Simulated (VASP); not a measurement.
# KRu4O (P4/mmm) in VASP: single point with PBE

Aim: the single point of KRu4O with PBE.

Everything below comes from runs of VASP 6.6.1. Logs are shortened: lines on timing, memory, paths and dates and some standing lists are left out, and cuts for length are marked.

**1. The cell of the first run**

Symmetry: P4/mmm, No. 123, tetragonal system. The conventional cell has a = 4.360 Å, b = 4.360 Å, c = 6.222 Å, α = 90.00°, β = 90.00°, γ = 90.00°. K (site symmetry 4/mmm) has 8 Ru at 2.73 Å within 3.6 Å. Within 3.5 Å of Ru (site symmetry 2mm) lie 2 O at 2.63 Å and 2 K at 2.73 Å and 6 Ru at 2.95 to 3.27 Å. Within 3.5 Å of O (site symmetry 4/mmm) lie 8 Ru at 2.63 Å.

**2. Single point, PBE, collinear spin, ferromagnetic start**

INCAR

```
PREC = Accurate
ENCUT = 520
EDIFF = 1E-7
ISMEAR = 0
SIGMA = 0.1
LREAL = F
LASPH = T
NELM = 150
ALGO = Normal
ISIF = 2
LWAVE = F
LCHARG = T
ISPIN = 2
MAGMOM = 0 1 1 1 1 0
LORBIT = 11
LMAXMIX = 4
GGA = PE
LELF = T
LVHAR = T
NBANDS = 48
```

KPOINTS

```
regular mesh
0
Gamma
  4 4 4
```

POSCAR

```
KRu4O
1.0
    4.3599046800      0.0000000000      0.0000000000
    0.0000000000      4.3599046800      0.0000000000
    0.0000000000      0.0000000000      6.2218034700
K Ru O
1 4 1
Direct
    0.5000000000      0.5000000000      0.5000000000
    0.5000000000      0.0000000000      0.7628759100
    0.0000000000      0.5000000000      0.2371240900
    0.5000000000      0.0000000000      0.2371240900
    0.0000000000      0.5000000000      0.7628759100
    0.0000000000      0.0000000000      0.0000000000
```

Potentials or basis: VASP PAW PBE potentials, release 64 (K_sv, Ru_pv, O).

Run with:

```sh
$ cat potpaw_PBE.64/K_sv/POTCAR potpaw_PBE.64/Ru_pv/POTCAR potpaw_PBE.64/O/POTCAR > POTCAR
$ mpirun -np 1 vasp_std > vasp.out
```

OUTCAR:

```text
PREC = Accurate
   ENCUT = 520
   EDIFF = 1E-7
   ISMEAR = 0
   LREAL = F
   LASPH = T
   NELM = 150
   ISIF = 2
   ISPIN = 2
   LORBIT = 11
   GGA = PE

 ion  position               nearest neighbor table
   1  0.500  0.500  0.500-   2 2.73   3 2.73   4 2.73   5 2.73   2 2.73   4 2.73   3 2.73   5 2.73

   2  0.500  0.000  0.763-   6 2.63   6 2.63   1 2.73   1 2.73   4 2.95   5 3.08   5 3.08   5 3.08
                             5 3.08   4 3.27
   3  0.000  0.500  0.237-   6 2.63   6 2.63   1 2.73   1 2.73   5 2.95   4 3.08   4 3.08   4 3.08
                             4 3.08   5 3.27
   4  0.500  0.000  0.237-   6 2.63   6 2.63   1 2.73   1 2.73   2 2.95   3 3.08   3 3.08   3 3.08
                             3 3.08   2 3.27
   5  0.000  0.500  0.763-   6 2.63   6 2.63   1 2.73   1 2.73   3 2.95   2 3.08   2 3.08   2 3.08
                             2 3.08   3 3.27
   6  0.000  0.000  0.000-   2 2.63   3 2.63   4 2.63   5 2.63   3 2.63   5 2.63   2 2.63   4 2.63

  LATTYP: Found a simple tetragonal cell.
 ALAT       =     4.3599046800
 C/A-ratio  =     1.4270503432

  Lattice vectors:

 A1 = (   4.3599046800,   0.0000000000,   0.0000000000)
 A2 = (   0.0000000000,   4.3599046800,   0.0000000000)
 A3 = (   0.0000000000,   0.0000000000,   6.2218034700)

Analysis of symmetry for initial positions (statically):
=====================================================================
 Subroutine PRICEL returns:
 Original cell was already a primitive cell.

 Routine SETGRP: Setting up the symmetry group for a
 simple tetragonal supercell.

 Subroutine GETGRP returns: Found 16 space group operations
 (whereof 16 operations were pure point group operations)
 out of a pool of 16 trial point group operations.

The static configuration has the point symmetry D_4h.

Analysis of symmetry for dynamics (positions and initial velocities):
=====================================================================
 Subroutine PRICEL returns:
 Original cell was already a primitive cell.

 Routine SETGRP: Setting up the symmetry group for a
 simple tetragonal supercell.

 Subroutine GETGRP returns: Found 16 space group operations
 (whereof 16 operations were pure point group operations)
 out of a pool of 16 trial point group operations.

The dynamic configuration has the point symmetry D_4h.

Analysis of structural, dynamic, and magnetic symmetry:
=====================================================================
 Subroutine PRICEL returns:
 Original cell was already a primitive cell.

 Routine SETGRP: Setting up the symmetry group for a
 simple tetragonal supercell.

 Subroutine GETGRP returns: Found 16 space group operations
 (whereof 16 operations were pure point group operations)
 out of a pool of 16 trial point group operations.

The overall configuration has the point symmetry D_4h.

 Subroutine INISYM returns: Found 16 space group operations
 (whereof 16 operations are pure point group operations),
 and found     1 'primitive' translations

----------------------------------------------------------------------------------------

                                     Primitive cell

  volume of cell :     118.2688

  direct lattice vectors                    reciprocal lattice vectors
     4.359904680  0.000000000  0.000000000     0.229362813  0.000000000  0.000000000
     0.000000000  4.359904680  0.000000000     0.000000000  0.229362813  0.000000000
     0.000000000  0.000000000  6.221803470     0.000000000  0.000000000  0.160725102

  length of vectors
     4.359904680  4.359904680  6.221803470     0.229362813  0.229362813  0.160725102

  position of ions in fractional coordinates (direct lattice)
     0.500000000  0.500000000  0.500000000
     0.500000000  0.000000000  0.762875910
     0.000000000  0.500000000  0.237124090
     0.500000000  0.000000000  0.237124090
     0.000000000  0.500000000  0.762875910
     0.000000000  0.000000000  0.000000000

  ion indices of the primitive-cell ions
   primitive index   ion index
                 1           1
                 2           2
                 3           3
                 4           4
                 5           5
                 6           6

[... 32 lines left out ...]
  0.500000  0.250000  0.000000      4.000000
  0.500000  0.500000  0.000000      1.000000
[... 10 lines left out ...]
  0.500000  0.250000  0.500000      4.000000
  0.500000  0.500000  0.500000      1.000000
   k-points           NKPTS =     18   k-points in BZ     NKDIM =     18   number of bands    NBANDS=     48
   number of dos      NEDOS =    301   number of ions     NIONS =      6
   total plane-waves  NPLWV =  49152
   dimension x,y,z NGX =    32 NGY =   32 NGZ =   48
   dimension x,y,z NGXF=    64 NGYF=   64 NGZF=   96
   ions per type =               1   4   1
   NGX,Y,Z   is equivalent  to a cutoff of  12.20, 12.20, 12.83 a.u.
   NGXF,Y,Z  is equivalent  to a cutoff of  24.40, 24.40, 25.65 a.u.
 SYSTEM =  unknown system
   PREC   = accura    normal or accurate (medium, high low for compatibility)
   ISTART =      0    job   : 0-new  1-cont  2-samecut
   ICHARG =      2    charge: 1-file 2-atom 10-const
   ISPIN  =      2    spin polarized calculation?
   LNONCOLLINEAR =      F non collinear calculations
   LSORBIT =      F    spin-orbit coupling
   LASPH  =      T    aspherical Exc in radial PAW
   ENCUT  =  520.0 eV  38.22 Ry    6.18 a.u.   8.11  8.11 11.57*2*pi/ulx,y,z
   NELM   =    150;   NELMIN=  2; NELMDL= -5     # of ELM steps
   EDIFF  = 0.1E-06   stopping-criterion for ELM
   LREAL  =      F    real-space projection
   EDIFFG = 0.1E-05   stopping-criterion for IOM
   NSW    =      0    number of steps for IOM
   IBRION =     -1    ionic relax: 0-MD 1-quasi-New 2-CG
   NFREE  =      0    steps in history (QN), initial steepest desc. (CG)
   ISIF   =      2    stress and relaxation
   ISYM   =      2    0-nonsym 1-usesym 2-fastsym
   POTIM  = 0.5000    time-step for ionic-motion
   TEBEG  =    0.0;   TEEND  =   0.0 temperature during run
   PSTRESS=    0.0 pullay stress
   NELECT =      71.0000    total number of electrons
   NUPDOWN=      -1.0000    fix difference up-down
   EMIN   =  10.00;   EMAX   =-10.00  energy-range for DOS
   EFERMI =   0.00;   METHOD = LEGACY
   ISMEAR =     0;   SIGMA  =   0.10  broadening in eV -4-tet -1-fermi 0-gaus
   EFERMI_NEDOS =   21; number of points for ismear=-14 and -15
   IALGO  =     38    algorithm
   IMIX   =      4    mixing-type and parameters
     AMIX     =   0.40;   BMIX     =  1.00
     AMIX_MAG =   1.60;   BMIX_MAG =  1.00
  volume/ion in A,a.u.               =      19.71       133.02
  Fermi-wavevector in a.u.,A,eV,Ry     =   1.381033  2.609775 25.949757  1.907253
  Thomas-Fermi vector in A             =   2.505855
   LORBIT       =     11    0 simple, 1 ext, 2 COOP (PROOUT), +10 PAW based schemes
   GGA     = PE    functional components
   LHFCALC =     F    Hartree Fock is set to
   AEXX    =    0.0000 exact exchange contribution
   IVDW    =     0    specifies the selected vdW correction
   LEPSILON=     F    determine dielectric tensor
   LRPA    =     F    only Hartree local field effects (RPA)
 spin polarized calculation
 Gauss-broadening in eV      SIGMA  =   0.10
  energy-cutoff  :      520.00
  volume of cell :      118.27
 maximum number of plane-waves:      3216
   NGX = 17   NGY = 17   NGZ = 23

 number of electron      71.0000024 magnetization       8.2232675

 Free energy of the ion-electron system (eV)
  ---------------------------------------------------
  ext. energy  EPLUGINS =         0.00000000
  ---------------------------------------------------
  free energy    TOTEN  =       -29.42274744 eV

  energy without entropy =      -29.36766238  energy(sigma->0) =      -29.39520491

 E-fermi :   5.0598     XC(G=0): -10.8281

 val. band max:        5.0559342205   @ k =   0.5000   0.2500   0.0000
 cond. band min:       5.0732179578   @ k =   0.2500   0.0000   0.5000
 fundamental gap:      0.0172837373
 Fermi energy:         5.0598305557

 spin component 1

 k-point     1 :       0.0000    0.0000    0.0000
  band No.  band energies     occupation
      1     -37.8897      1.00000
      2     -37.8897      1.00000
      3     -37.8764      1.00000
      4     -37.8764      1.00000
      5     -37.7940      1.00000
      6     -37.7641      1.00000
[... 889 lines left out ...]
     46       8.8953      0.00000
     47       8.8953      0.00000
 Fermi energy:         5.0598305557

 spin component 2

 k-point     1 :       0.0000    0.0000    0.0000
  band No.  band energies     occupation
      1     -36.3732      1.00000
      2     -36.3729      1.00000
      3     -36.3729      1.00000
      4     -36.3577      1.00000
      5     -36.3577      1.00000
      6     -36.3413      1.00000
[... 889 lines left out ...]
     46       9.5659      0.00000
     47       9.7175      0.00000
 [bands above 47 left out]

------------------------ aborting loop because EDIFF is reached ----------------------------------------

  FORCE on cell =-STRESS in cart. coord.  units (eV):
  Direction    XX          YY          ZZ          XY          YZ          ZX
  --------------------------------------------------------------------------------------
  -------------------------------------------------------------------------------------
  Total       -7.1573667     -7.1573667     -6.9588572      0.0000000      0.0000000      0.0000000
  in kB      -96.9602160    -96.9602160    -94.2710251      0.0000000      0.0000000      0.0000000
  external PRESSURE =     -96.0638190 kB  Pullay stress =       0.0000000 kB

 VOLUME and BASIS-vectors are now :
 -----------------------------------------------------------------------------
  energy-cutoff  :      520.00
  volume of cell :      118.27
      direct lattice vectors                 reciprocal lattice vectors
     4.359904680  0.000000000  0.000000000     0.229362813  0.000000000  0.000000000
     0.000000000  4.359904680  0.000000000     0.000000000  0.229362813  0.000000000
     0.000000000  0.000000000  6.221803470     0.000000000  0.000000000  0.160725102

 POSITION                                       TOTAL-FORCE (eV/Angst)
 -----------------------------------------------------------------------------------
      2.17995      2.17995      3.11090        -0.000000      0.000000      0.000000
      2.17995      0.00000      4.74646        -0.000000      0.000000      1.989513
      0.00000      2.17995      1.47534         0.000000     -0.000000     -1.989513
      2.17995      0.00000      1.47534         0.000000      0.000000     -1.989513
      0.00000      2.17995      4.74646        -0.000000     -0.000000      1.989513
      0.00000      0.00000      0.00000        -0.000000      0.000000      0.000000
 -----------------------------------------------------------------------------------
    total drift:                                0.000000      0.000000      0.000000

  FREE ENERGIE OF THE ION-ELECTRON SYSTEM (eV)
  ---------------------------------------------------
  free  energy   TOTEN  =       -29.4227474431 eV

  energy  without entropy=      -29.3676623761  energy(sigma->0) =      -29.39520491

 total charge

# of ion       s       p       d       tot
------------------------------------------
    1        2.028   5.552   0.240   7.820
    2        0.246   6.058   5.961  12.266
    3        0.246   6.058   5.961  12.266
    4        0.246   6.058   5.961  12.266
    5        0.246   6.058   5.961  12.266
    6        1.600   3.144   0.000   4.744
--------------------------------------------------
tot          4.613  32.930  24.084  61.626

 magnetization (x)

# of ion       s       p       d       tot
------------------------------------------
    1       -0.009   0.041  -0.004   0.028
    2        0.007   0.008   1.884   1.898
    3        0.007   0.008   1.884   1.898
    4        0.007   0.008   1.884   1.898
    5        0.007   0.008   1.884   1.898
    6        0.015   0.196   0.000   0.210
--------------------------------------------------
tot          0.033   0.267   7.532   7.832
```

It took 3 min on 1 thread of Intel Xeon Platinum 8488C (Sapphire Rapids), shared host; peak memory 0.33 GiB.

Results:

```
Free energy                                           : -29.4227 eV
Pressure                                              : -9.6 GPa
Largest force                                         : 1.990 eV/Å
Net moment                                            : 8.22 μB per cell
Site moments                                          : K +0.03; Ru +1.90; O +0.21 μB
Valence electrons inside the program's atomic spheres : K 7.82; Ru 12.27; O 4.74
```

Forces on the atoms (eV/Å):
```
K    0.000  0.000  0.000
Ru   0.000  0.000  1.990
Ru   0.000  0.000 -1.990
Ru   0.000  0.000 -1.990
Ru   0.000  0.000  1.990
O    0.000  0.000  0.000
```

Caveat: the k points lie up to 0.36 Å⁻¹ apart; forces of over 1 eV/Å act on the atoms, so gaps and moduli don't describe the material at rest.
